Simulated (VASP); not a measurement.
As:

```
As
1.0
     5.56677    0.00000    0.00000
     0.00000    5.56677    0.00000
     0.00000    0.00000   12.68014
As
8
Direct
  0.28695 0.00000 0.00000
  0.71305 0.00000 0.00000
  0.00000 0.28695 0.50000
  0.00000 0.71305 0.50000
  0.00000 0.00000 0.34544
  0.00000 0.00000 0.84544
  0.00000 0.00000 0.65456
  0.00000 0.00000 0.15456
```

The cell was generated, and may not be a known phase.

```yaml
Program: VASP 6.6.1
Task: relaxation of cell and atoms
Functional: PBE
Potentials_or_basis: VASP PAW PBE potentials, release 64 (As)
Cutoff: 600 eV
k_mesh: 8 × 8 × 4
Occupations: gaussian, width 0.1 eV
Spin: no spin polarisation
```

At the start: pressure 0.3 GPa; volume 49.12 Å³/atom.

Question: Where does the relaxation end?

Answer: Over 12 steps the energy falls by 2.5 meV/atom and the volume is 48.33 Å³/atom (-1.6 %); space group P4_2/mmc (No. 131, to 0.1 Å) before and after.

The path:
| step | energy change (eV) | largest force (eV/Å) | pressure (GPa) | volume (Å³) |
| --- | --- | --- | --- | --- |
| 1 | 0.0000 | 0.2164 | 0.28 | 392.94 |
| 2 | -0.0099 | 0.0720 | -0.28 | 397.86 |
| 3 | -0.0126 | 0.0515 | -0.11 | 396.29 |
| 4 | -0.0142 | 0.0497 | -0.05 | 394.77 |
| 5 | -0.0150 | 0.0702 | 0.02 | 393.03 |
| 6 | -0.0164 | 0.0509 | 0.01 | 392.33 |
| 7 | -0.0183 | 0.0444 | -0.01 | 390.23 |
| 8 | -0.0192 | 0.0301 | -0.06 | 389.06 |
| 9 | -0.0193 | 0.0312 | -0.07 | 388.75 |
| 10 | -0.0198 | 0.0151 | 0.02 | 386.25 |
| 11 | -0.0199 | 0.0175 | 0.02 | 386.45 |
| 12 | -0.0199 | 0.0081 | 0.00 | 386.63 |

Final structure:
```xyz
8
Lattice="5.4698 0.0000 0.0000 0.0000 5.4698 0.0000 0.0000 0.0000 12.9225" Properties=species:S:1:pos:R:3 pbc="T T T"
As    1.5628    0.0000    0.0000
As    3.9070    0.0000    0.0000
As    0.0000    1.5628    6.4613
As    0.0000    3.9070    6.4613
As    0.0000    0.0000    4.4431
As    0.0000    0.0000   10.9044
As    0.0000    0.0000    8.4794
As    0.0000    0.0000    2.0182
```
